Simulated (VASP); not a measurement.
# Al (P6_3/mmc) in VASP: notebook

Runs on Al. Level: PBE+D3(BJ). Tasks: single point.

Everything below comes from runs of VASP 6.6.1. Logs are shortened: lines on timing, memory, paths and dates and some standing lists are left out, and cuts for length are marked.

## (1) The cell of the first run

It takes space group P6_3/mmc (No. 194, hexagonal). The conventional cell has a = 2.617 Å, b = 2.617 Å, c = 9.241 Å, α = 90.00°, β = 90.00°, γ = 120.00°. Al (site symmetry -3m) has 12 Al at 2.62 to 2.76 Å within 3.5 Å. Within 3.5 Å of Al (site symmetry -6m2) lie 12 Al at 2.62 to 2.76 Å.

## (2) Single point, PBE+D3(BJ)

File INCAR:

```
SYSTEM = Al
  ALGO = Normal
  EDIFF = 1E-7
  ENCUT = 520
  GGA = PE
  ISIF = 2
  ISMEAR = 0
  IVDW = 12
  LASPH = .True.
  LCHARG = .False.
  LREAL = .False.
  LWAVE = .False.
  NBANDS = 14
  NELM = 100
  PREC = Accurate
  SIGMA = 0.15
```

File KPOINTS:

```
k-points
0
Gamma
  18 18 4
  0 0 0
```

File POSCAR:

```
Al
1.0
    2.6174000000      0.0000000000      0.0000000000
   -1.3087000000      2.2667348919      0.0000000000
    0.0000000000      0.0000000000      9.2410470711
Al
4
Direct
    0.0000000000      0.0000000000      0.0000000000
    0.3333333333      0.6666666667      0.2500000000
    0.0000000000      0.0000000000      0.5000000000
    0.6666666667      0.3333333333      0.7500000000
```

Potentials or basis: VASP PAW PBE potentials, release 64 (Al).

Command:

```console
cat potpaw_PBE.64/Al/POTCAR > POTCAR
mpirun -np 1 vasp_std > vasp.out
```

OUTCAR:

```text
SYSTEM = Al
   EDIFF = 1E-7
   ENCUT = 520
   GGA = PE
   ISIF = 2
   ISMEAR = 0
   IVDW = 12
   LASPH = .True.
   LREAL = .False.
   NELM = 100
   PREC = Accurate
 IVDW          = 12

 ion  position               nearest neighbor table
   1  0.000  0.000  0.000-   2 2.76   4 2.76   4 2.76   2 2.76   4 2.76   2 2.76
   2  0.333  0.667  0.250-   1 2.76   3 2.76   1 2.76   3 2.76   1 2.76   3 2.76
   3  0.000  0.000  0.500-   2 2.76   4 2.76   4 2.76   2 2.76   4 2.76   2 2.76
   4  0.667  0.333  0.750-   1 2.76   3 2.76   1 2.76   3 2.76   1 2.76   3 2.76

  LATTYP: Found a hexagonal cell.
 ALAT       =     2.6174000000
 C/A-ratio  =     3.5306208723

  Lattice vectors:

 A1 = (   2.6174000000,   0.0000000000,   0.0000000000)
 A2 = (  -1.3087000000,   2.2667348919,   0.0000000000)
 A3 = (   0.0000000000,   0.0000000000,   9.2410470711)

Analysis of symmetry for initial positions (statically):
=====================================================================
 Subroutine PRICEL returns:
 Original cell was already a primitive cell.

 Routine SETGRP: Setting up the symmetry group for a
 hexagonal supercell.

 Subroutine GETGRP returns: Found 24 space group operations
 (whereof 12 operations were pure point group operations)
 out of a pool of 24 trial point group operations.

The static configuration has the point symmetry D_3d.
 The point group associated with its full space group is D_6h.

Analysis of symmetry for dynamics (positions and initial velocities):
=====================================================================
 Subroutine PRICEL returns:
 Original cell was already a primitive cell.

 Routine SETGRP: Setting up the symmetry group for a
 hexagonal supercell.

 Subroutine GETGRP returns: Found 24 space group operations
 (whereof 12 operations were pure point group operations)
 out of a pool of 24 trial point group operations.

The dynamic configuration has the point symmetry D_3d.
 The point group associated with its full space group is D_6h.

 Subroutine INISYM returns: Found 24 space group operations
 (whereof 12 operations are pure point group operations),
 and found     1 'primitive' translations

----------------------------------------------------------------------------------------

                                     Primitive cell

  volume of cell :      54.8267

  direct lattice vectors                    reciprocal lattice vectors
     2.617400000  0.000000000  0.000000000     0.382058531  0.220581596  0.000000000
    -1.308700000  2.266734892  0.000000000     0.000000000  0.441163192  0.000000000
     0.000000000  0.000000000  9.241047071     0.000000000  0.000000000  0.108212846

  length of vectors
     2.617400000  2.617400000  9.241047071     0.441163192  0.441163192  0.108212846

  position of ions in fractional coordinates (direct lattice)
     0.000000000  0.000000000  0.000000000
     0.333333333  0.666666667  0.250000000
     0.000000000  0.000000000  0.500000000
     0.666666667  0.333333333  0.750000000

  ion indices of the primitive-cell ions
   primitive index   ion index
                 1           1
                 2           2
                 3           3
                 4           4

----------------------------------------------------------------------------------------

 KPOINTS: k-points

Automatic generation of k-mesh.
 Grid dimensions read from file:
 generate k-points for:   18   18    4

 Generating k-lattice:

  Cartesian coordinates                     Fractional coordinates (reciprocal lattice)
     0.021225474  0.012254533  0.000000000     0.055555556  0.000000000  0.000000000
     0.000000000  0.024509066  0.000000000     0.000000000  0.055555556  0.000000000
     0.000000000  0.000000000  0.027053211     0.000000000  0.000000000  0.250000000

  Length of vectors
     0.024509066  0.024509066  0.027053211

  Shift w.r.t. Gamma in fractional coordinates (k-lattice)
     0.000000000  0.000000000  0.000000000

 Subroutine IBZKPT returns following result:
 ===========================================

 Found    111 irreducible k-points:

 Following reciprocal coordinates:
            Coordinates               Weight
  0.000000  0.000000  0.000000      1.000000
  0.055556  0.000000  0.000000      6.000000
  0.111111  0.000000  0.000000      6.000000
  0.166667  0.000000  0.000000      6.000000
  0.222222  0.000000  0.000000      6.000000
  0.277778  0.000000  0.000000      6.000000
[... 16 lines left out ...]
  0.333333  0.111111  0.000000     12.000000
  0.388889  0.111111  0.000000     12.000000
 [... further k-points ...]
   k-points           NKPTS =    111   k-points in BZ     NKDIM =    111   number of bands    NBANDS=     14
   number of dos      NEDOS =    301   number of ions     NIONS =      4
   total plane-waves  NPLWV =  28000
   dimension x,y,z NGX =    20 NGY =   20 NGZ =   70
   dimension x,y,z NGXF=    40 NGYF=   40 NGZF=  140
   ions per type =               4
[... 84 lines left out ...]

 k-point     2 :       0.0556    0.0000    0.0000
  band No.  band energies     occupation
      1      -2.3167      2.00000
      2      -0.6002      2.00000
      3      -0.5979      2.00000
      4       4.3468      2.00000
      5       4.5030      2.00000
      6      12.4347      0.00000
      7      12.4431      0.00000
      8      21.2904      0.00000
      9      21.8407      0.00000
     10      22.2372      0.00000
     11      22.6527      0.00000
     12      22.7725      0.00000
     13      23.4551      0.00000
     14      23.4880      0.00000

 k-point     3 :       0.1111    0.0000    0.0000
  band No.  band energies     occupation
      1      -2.0509      2.00000
      2      -0.3381      2.00000
      3      -0.3358      2.00000
      4       4.5919      2.00000
      5       4.7589      2.00000
      6      12.6504      0.00000
      7      12.6635      0.00000
      8      19.0008      0.00000
      9      20.1776      0.00000
     10      20.3793      0.00000
     11      21.1913      0.00000
     12      21.9531      0.00000
     13      22.5516      0.00000
     14      22.5538      0.00000

 k-point     4 :       0.1667    0.0000    0.0000
  band No.  band energies     occupation
      1      -1.6092      2.00000
      2       0.0972      2.00000
      3       0.0996      2.00000
      4       5.0006      2.00000
      5       5.1805      2.00000
      6      12.9812      0.00000
      7      13.0135      0.00000
      8      16.6688      0.00000
      9      17.9191      0.00000
     10      18.0834      0.00000
     11      20.2736      0.00000
     12      20.7763      0.00000
     13      21.6712      0.00000
     14      21.6721      0.00000

 k-point     5 :       0.2222    0.0000    0.0000
  band No.  band energies     occupation
      1      -0.9938      2.00000
      2       0.7035      2.00000
      3       0.7060      2.00000
      4       5.5731      2.00000
      5       5.7586      2.00000
      6      13.1976      0.00000
      7      13.4112      0.00000
      8      14.6819      0.00000
      9      15.7148      0.00000
     10      15.9710      0.00000
     11      19.2016      0.00000
[... 276 lines left out ...]
 k-point    22 :       0.2778    0.1111    0.0000
  band No.  band energies     occupation
      1       1.0036      2.00000
      2       2.6684      2.00000
      3       2.6720      2.00000
      4       7.4536      2.00000
      5       7.4677      2.00000
      6      10.3002      0.02124
      7      11.6030      0.00000
      8      11.7527      0.00000
      9      14.1856      0.00000
     10      14.9894      0.00000
     11      15.5184      0.00000
     12      16.2636      0.00000
     13      16.3334      0.00000
     14      17.3851      0.00000

 k-point    23 :       0.3333    0.1111    0.0000
  band No.  band energies     occupation
      1       2.1152      2.00000
      2       3.7552      2.00000
      3       3.7604      2.00000
      4       7.6470      2.00000
      5       8.4961      2.00000
      6       9.0861      2.00000
      7       9.8461      1.95206
      8      10.1451      0.40030
      9      13.5080      0.00000
     10      14.4510      0.00000
     11      15.2534      0.00000
     12      15.2785      0.00000
     13      16.0479      0.00000
     14      17.5496      0.00000

 k-point    24 :       0.3889    0.1111    0.0000
  band No.  band energies     occupation
      1       3.3794      2.00000
      2       4.9582      2.00000
      3       4.9741      2.00000
      4       6.3438      2.00000
      5       8.0378      2.00000
      6       8.1301      2.00000
      7       9.7969      1.98537
      8      10.2616      0.05241
      9      12.5108      0.00000
     10      12.7505      0.00000
     11      14.7920      0.00000
     12      15.2906      0.00000
     13      15.9192      0.00000
     14      18.1791      0.00000

 [... further k-points ...]

------------------------ aborting loop because EDIFF is reached ----------------------------------------

 Edisp (eV)   -1.63238

 E8    (eV) :    -0.7323

  FORCE on cell =-STRESS in cart. coord.  units (eV):
  Direction    XX          YY          ZZ          XY          YZ          ZX
  --------------------------------------------------------------------------------------
  -------------------------------------------------------------------------------------
  Total       7.90003     7.90003     2.99829     0.00000     0.00000     0.00000
  in kB     230.85915   230.85915    87.61781     0.00000     0.00000     0.00000
  external pressure =      183.11 kB  Pullay stress =        0.00 kB

 VOLUME and BASIS-vectors are now :
 -----------------------------------------------------------------------------
  energy-cutoff  :      520.00
  volume of cell :       54.83
      direct lattice vectors                 reciprocal lattice vectors
     2.617400000  0.000000000  0.000000000     0.382058531  0.220581596  0.000000000
    -1.308700000  2.266734892  0.000000000     0.000000000  0.441163192  0.000000000
     0.000000000  0.000000000  9.241047071     0.000000000  0.000000000  0.108212846

 POSITION                                       TOTAL-FORCE (eV/Angst)
 -----------------------------------------------------------------------------------
      0.00000      0.00000      0.00000        -0.000000      0.000000      0.000000
     -0.00000      1.51116      2.31026         0.000000      0.000000     -0.000000
      0.00000      0.00000      4.62052        -0.000000      0.000000      0.000000
      1.30870      0.75558      6.93079        -0.000000     -0.000000      0.000000
 -----------------------------------------------------------------------------------
    total drift:                               -0.000000      0.000000     -0.000000

  FREE ENERGIE OF THE ION-ELECTRON SYSTEM (eV)
  ---------------------------------------------------
  free  energy   TOTEN  =       -15.7981591139 eV

  energy  without entropy=      -15.7803698815  energy(sigma->0) =      -15.78926450
```

Wall time 57 s (1 thread of Intel Xeon Platinum 8259CL at 2.50GHz (Skylake/Cascade Lake), shared host); peak memory 0.21 GiB.

What came out:

```yaml
Free_energy: -15.7982 eV
Pressure: 18.3 GPa
Band_gap_on_the_k_mesh: zero (band 6 reaches 13.37 eV, above the bottom of band 7 at 8.69 eV)
Dispersion_energy_per_atom: -0.408 eV
```

Caveat: pairwise dispersion overbinds metals, which lowers pressure and volume.

## (3) Single point, PBE+D3(BJ)

This run uses another cell than the first one, of 13.68 Å³/atom, 0.998 times its volume.

File INCAR:

```
ALGO = Normal
EDIFF = 1E-6
ENCUT = 520
GGA = PE
ISIF = 2
ISMEAR = 0
IVDW = 12
LASPH = T
LCHARG = F
LREAL = F
LWAVE = F
NBANDS = 14
NELM = 80
PREC = Accurate
SIGMA = 0.15
```

File KPOINTS:

```
k-points
0
Gamma
  18 18 4
```

File POSCAR:

```
Al
1.0
    2.7356000000      0.0000000000      0.0000000000
   -1.3678000000      2.3690990946      0.0000000000
    0.0000000000      0.0000000000      8.4426000000
Al
4
Direct
    0.0000000000      0.0000000000      0.0000000000
    0.3333333333      0.6666666667      0.2500000000
    0.0000000000      0.0000000000      0.5000000000
    0.6666666667      0.3333333333      0.7500000000
```

Potentials or basis: VASP PAW PBE potentials, release 64 (Al).

Command:

```console
cat potpaw_PBE.64/Al/POTCAR > POTCAR
mpirun -np 1 vasp_std > vasp.out
```

Run time: 52 s. Hardware: 1 thread of Intel Xeon Platinum 8259CL at 2.50GHz (Skylake/Cascade Lake), shared host; peak memory 0.21 GiB.

The run converged. Its results:

```yaml
Free_energy: -15.8410 eV
Pressure: 17.9 GPa
Band_gap_on_the_k_mesh: zero (band 6 reaches 15.23 eV, above the bottom of band 7 at 8.23 eV)
Dispersion_energy_per_atom: -0.409 eV
```

Stress tensor (GPa, compression positive):
```
15.18  0.00  0.00
 0.00 15.18  0.00
 0.00  0.00 23.46
```

Levels at points of the mesh, in eV from the Fermi level:
```csv
k point,band 4,band 5,band 6,band 7,band 8,band 9
"(0.00, 0.00, 0.00)",-4.95,-3.88,5.03,5.07,11.22,11.22
"(0.50, 0.00, 0.00)",-4.53,-3.65,-3.63,0.89,1.25,2.27
"(0.00, 0.00, 0.50)",-7.92,-0.05,-0.05,10.66,10.66,11.54
"(0.50, 0.00, 0.50)",-5.54,-2.00,-2.00,-1.24,-1.24,5.20
```

Caveat: pairwise dispersion overbinds metals, which lowers pressure and volume.

## (4) Single point, PBE+D3(BJ)

This run uses another cell than the first one, of 13.79 Å³/atom, 1.006 times its volume.

File INCAR:

```
ALGO = Normal
EDIFF = 1E-6
ENCUT = 520
GGA = PE
ISIF = 2
ISMEAR = 0
IVDW = 12
LASPH = True
LCHARG = False
LREAL = False
LWAVE = False
NBANDS = 14
NELM = 100
PREC = Accurate
SIGMA = 0.15
```

KPOINTS is that of step 3.

File POSCAR:

```
Al
1.0
    2.8144222649      0.0000000000      0.0000000000
   -1.4072111325      2.4373611784      0.0000000000
    0.0000000000      0.0000000000      8.0434000000
Al
4
Direct
    0.0000000000      0.0000000000      0.0000000000
    0.3333333333      0.6666666667      0.2500000000
    0.0000000000      0.0000000000      0.5000000000
    0.6666666667      0.3333333333      0.7500000000
```

Command:

```console
cat potpaw_PBE.64/Al/POTCAR > POTCAR
mpirun -np 1 vasp_std > vasp.out
```

Wall time 52 s (1 thread of Intel Xeon Platinum 8259CL at 2.50GHz (Skylake/Cascade Lake), shared host); peak memory 0.21 GiB.

It converged, with:

```
Free energy                : -15.6091 eV
Pressure                   : 19.0 GPa
Band gap on the k mesh     : zero (band 6 reaches 16.66 eV, above the bottom of band 7 at 7.93 eV)
Dispersion energy per atom : -0.405 eV
```

Stress tensor (GPa, compression positive):
```
11.42  0.00  0.00
 0.00 11.42  0.00
 0.00  0.00 34.03
```

Levels at points of the mesh, in eV from the Fermi level:
```
           k point  band 4  band 5  band 6  band 7  band 8  band 9
(0.00, 0.00, 0.00)   -4.24   -2.77    6.72    6.82    9.93    9.93
(0.50, 0.00, 0.00)   -4.51   -3.75   -3.64    1.20    1.60    2.91
(0.00, 0.00, 0.50)   -7.36    1.29    1.29   10.34   10.34   10.34
(0.50, 0.00, 0.50)   -5.72   -1.84   -1.84   -1.04   -1.04    5.27
```

Caveat: pairwise dispersion overbinds metals, which lowers pressure and volume.

## (5) Single point, PBE+D3(BJ)

This run uses another cell than the first one, of 13.86 Å³/atom, 1.011 times its volume.

File INCAR:

```
  PREC = Accurate
  ENCUT = 520
  EDIFF = 1E-7
  ISMEAR = 0
  SIGMA = 0.15
  LREAL = F
  LASPH = T
  NELM = 60
  ALGO = Fast
  ISIF = 2
  LWAVE = F
  LCHARG = T
  GGA = PE
  IVDW = 12
  LELF = T
  LVHAR = T
  NBANDS = 14
```

File KPOINTS:

```
regular mesh
0
Gamma
  18 18 4
```

File POSCAR:

```
Al
1.0
    2.9720000000      0.0000000000      0.0000000000
   -1.4860000000      2.5738275000      0.0000000000
    0.0000000000      0.0000000000      7.2450000000
Al
4
Direct
    0.0000000000      0.0000000000      0.0000000000
    0.3333333333      0.6666666667      0.2500000000
    0.0000000000      0.0000000000      0.5000000000
    0.6666666667      0.3333333333      0.7500000000
```

Command:

```console
cat potpaw_PBE.64/Al/POTCAR > POTCAR
mpirun -np 1 vasp_std > vasp.out
```

It took 70 s on 1 thread of Intel Xeon Platinum 8259CL at 2.50GHz (Skylake/Cascade Lake), shared host; peak memory 0.21 GiB.

The run converged. Its results:

```
Free energy                : -14.6056 eV
Pressure                   : 26.9 GPa
Band gap on the k mesh     : zero (band 6 reaches 17.22 eV, above the bottom of band 7 at 7.27 eV)
Dispersion energy per atom : -0.404 eV
```

Stress tensor (GPa, compression positive):
```
14.62  0.00  0.00
 0.00 14.62  0.00
 0.00  0.00 51.54
```

Levels at points of the mesh, in eV from the Fermi level:
| k point | band 2 | band 3 | band 4 | band 5 | band 6 | band 7 | band 8 | band 9 | band 10 | band 11 |
| --- | --- | --- | --- | --- | --- | --- | --- | --- | --- | --- |
| (0.00, 0.00, 0.00) | -9.54 | -9.52 | -2.47 | -0.51 | 7.39 | 7.39 | 7.86 | 7.86 | 9.38 | 9.38 |
| (0.50, 0.00, 0.00) | -6.72 | -4.75 | -4.48 | -3.88 | -3.62 | 2.23 | 2.62 | 2.91 | 3.20 | 4.75 |
| (0.00, 0.00, 0.50) | -11.60 | -6.18 | -6.18 | 4.21 | 4.21 | 7.89 | 7.89 | 7.89 | 7.89 | 8.59 |
| (0.50, 0.00, 0.50) | -6.35 | -6.05 | -6.05 | -1.38 | -1.38 | -0.48 | -0.48 | 3.49 | 3.49 | 4.93 |

Caveat: pairwise dispersion overbinds metals, which lowers pressure and volume.

## (6) Overview

```tsv
cell	gap on the mesh (eV)	pressure (GPa)
a = 2.617, b = 2.617, c = 9.241 Å, angles 90.0, 90.0, 120.0°, 4 atoms	none	18.3
a = 2.736, b = 2.736, c = 8.443 Å, angles 90.0, 90.0, 120.0°, 4 atoms	none	17.9
a = 2.814, b = 2.814, c = 8.043 Å, angles 90.0, 90.0, 120.0°, 4 atoms	none	19.0
a = 2.972, b = 2.972, c = 7.245 Å, angles 90.0, 90.0, 120.0°, 4 atoms	none	26.9
```

Alike in all rows: task single point; level PBE+D3(BJ); potentials or basis VASP PAW PBE potentials, release 64 (Al); no spin polarisation; k mesh 18 × 18 × 4; cutoff (eV) 520; smearing gaussian 0.15 eV.

Caveats: pairwise dispersion overbinds metals, which lowers pressure and volume.

Total energies depend on the potentials used, so only differences within one code and one set of settings carry meaning.
